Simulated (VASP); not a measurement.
Nb: single point with PBE

Crystal: Nb.

```xyz
1
Lattice="0.0000 2.1505 2.1505 2.1505 0.0000 2.1505 2.1505 2.1505 0.0000" Properties=species:S:1:pos:R:3 pbc="T T T"
Nb    0.0000    0.0000    0.0000
```

```yaml
Program: VASP 6.6.1
Task: single point
Functional: PBE
Potentials_or_basis: VASP PAW PBE potentials, release 64 (Nb_sv)
Cutoff: 520 eV
k_mesh: 22 × 22 × 22
Occupations: fermi-dirac, width 0.0612256 eV
Spin: no spin polarisation
Dipole_correction: no
Further_INCAR_settings: ALGO = Normal; EDIFF = 1e-06; NBANDS = 12
```

```yaml
Pressure: -8.8 GPa
```

Levels at points of the mesh, in eV from the Fermi level:
```csv
k point,band 4,band 5,band 6,band 7,band 8,band 9
"(0.00, 0.00, 0.00)",-30.36,-6.08,0.13,0.13,0.13,2.52
"(0.50, 0.00, 0.00)",-30.49,-3.62,-0.03,-0.03,1.17,4.32
"(0.50, 0.50, 0.00)",-30.71,-3.75,-3.05,3.26,4.30,4.83
```

It took 74 s on 1 thread of AMD EPYC 7R13 Processor (Zen 3) (shared host), peak memory 0.17 GiB.
